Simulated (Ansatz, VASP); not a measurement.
Given: the input of a run of Ansatz 0.2.0 on C.

The input input.yaml:

```yaml
crystal:
  lattice:
    - [0.0, 1.78337, 1.78337]
    - [1.78337, 0.0, 1.78337]
    - [1.78337, 1.78337, 0.0]
  atoms:
    - { symbol: C, position: [0.75, 0.75, 0.75] }
    - { symbol: C, position: [0.5, 0.5, 0.5] }
kpoints:
  mp_grid: { grid: [6, 6, 6] }
scf:
  occupations: { method: fermi_dirac, width: 0.03 }
hamiltonian:
  xc: pbe
  pseudopotentials: { kind: all_electron, lapw: { basis_error: 0.003 } }
output:
  forces: true
  stress: true
  eigenvalues: true
```

Potentials or basis: all-electron LAPW, scalar-relativistic.

Command:

```bash
$ ansatz run input.yaml --threads 1 --pin off --max-ram 2560MiB --backend cpu --events-out ev --progress --plain --runs-dir out
```

Question: Translate it to VASP 6.6.1. Potentials there: VASP PAW PBE potentials, release 64 (C).

Answer: As run (the cutoff follows the program's own potentials):

INCAR

```
SYSTEM = C
ALGO = Normal
EDIFF = 1E-7
ENCUT = 520
GGA = PE
ISIF = 2
ISMEAR = -1
LASPH = .TRUE.
LCHARG = .FALSE.
LREAL = .FALSE.
LWAVE = .FALSE.
NBANDS = 11
NELM = 100
PREC = Accurate
SIGMA = 0.03
```

KPOINTS

```
k-points
0
G
  6 6 6
  0 0 0
```

POSCAR

```
C
1.0
    0.0000000000      1.7833700000      1.7833700000
    1.7833700000      0.0000000000      1.7833700000
    1.7833700000      1.7833700000      0.0000000000
C
2
Direct
    0.7500000000      0.7500000000      0.7500000000
    0.5000000000      0.5000000000      0.5000000000
```

Potentials or basis: VASP PAW PBE potentials, release 64 (C).

Run with:

```console
$ cat potpaw_PBE.64/C/POTCAR > POTCAR
$ mpirun -np 1 vasp_std > vasp.out
```

Both were run:

|  | VASP | Ansatz | Ansatz less VASP |
| --- | --- | --- | --- |
| gap on the k mesh at the Fermi level (eV) | 4.15 | 4.16 | +0.008 |
| least direct gap on the mesh (eV) | 5.59 | 5.60 | +0.010 |
| pressure (GPa) | 2.5 | 1.8 | -0.70 |

Ansatz ran all-electron here, and VASP with PAW potentials.

The k mesh is coarse, so the values compare programs but aren't converged.
